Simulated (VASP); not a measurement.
# BaTiO3: electric field gradients with PBE

BaTiO3:

```
CELL_PARAMETERS angstrom
2.85594 1.64888 2.31773
-2.85594 1.64888 2.31773
0.00000 -3.29776 2.31773
ATOMIC_POSITIONS crystal
Ba 0.00000 0.00000 0.00000
Ti 0.51400 0.51400 0.51400
O 0.49160 0.49160 0.98150
O 0.49160 0.98150 0.49160
O 0.98150 0.49160 0.49160
```

This cell differs from its parent crystal: equal xx and yy strain of +1 %.

```json
{"Program": "VASP 6.6.1", "Task": "electric field gradients", "Functional": "PBE", "Potentials or basis": "VASP PAW PBE potentials, release 64 (Ba_sv, Ti_sv, O)", "Cutoff": "520 eV", "k mesh": "9 × 9 × 9", "Occupations": "fermi-dirac, width 0.05 eV", "Spin": "no spin polarisation", "Dipole correction": "no", "Further INCAR settings": "ALGO = Normal; EDIFF = 1e-08; NBANDS = 28"}
```

| Quantity | Value |
| --- | --- |
| Pressure | 3.2 GPa |
| Largest force | 0.083 eV/Å |
| Band gap on the k mesh | 2.33 eV (least direct gap 2.72 eV) |
| Largest electric field gradient by atom | Ba -4.5; Ti +12.5; O +22.0 V/Å² |

Forces in eV/Å, atoms in the order of the input:
```
Ba   0.000  0.000  0.083
Ti   0.000  0.000  0.043
O    0.000 -0.061 -0.042
O   -0.053  0.031 -0.042
O    0.053  0.031 -0.042
```

Stress tensor (GPa, compression positive):
```
2.50 0.00 0.00
0.00 2.50 0.00
0.00 0.00 4.64
```

Levels at points of the mesh, in eV from the valence-band top:
| k point | band 18 | band 19 | band 20 | band 21 | band 22 | band 23 |
| --- | --- | --- | --- | --- | --- | --- |
| (0.00, 0.00, 0.00) | -0.46 | -0.39 | -0.39 | 2.33 | 2.33 | 2.42 |

Electric field gradients, principal values (V/Å²):
```
atom    least   middle  greatest (by size)
1 Ba    2.238    2.238              -4.477
2 Ti   -6.242   -6.242              12.483
 3 O  -10.405  -11.629              22.034
 4 O  -10.405  -11.629              22.034
 5 O  -10.405  -11.629              22.034
```

Run time: 2.4 min on 1 thread of Intel(R) Xeon(R) Platinum 8488C (Sapphire Rapids), on a shared host, peak memory 0.27 GiB.

Caveat: the cell differs from its parent crystal (equal xx and yy strain of +1 %); the cell stands under pressure; without QUAD_EFG the Cq values of the log hold for a quadrupole moment of 1 mb, not for the nuclei; spin-orbit coupling is left out, which moves the levels of the heavy elements. A k mesh can miss the band edges.
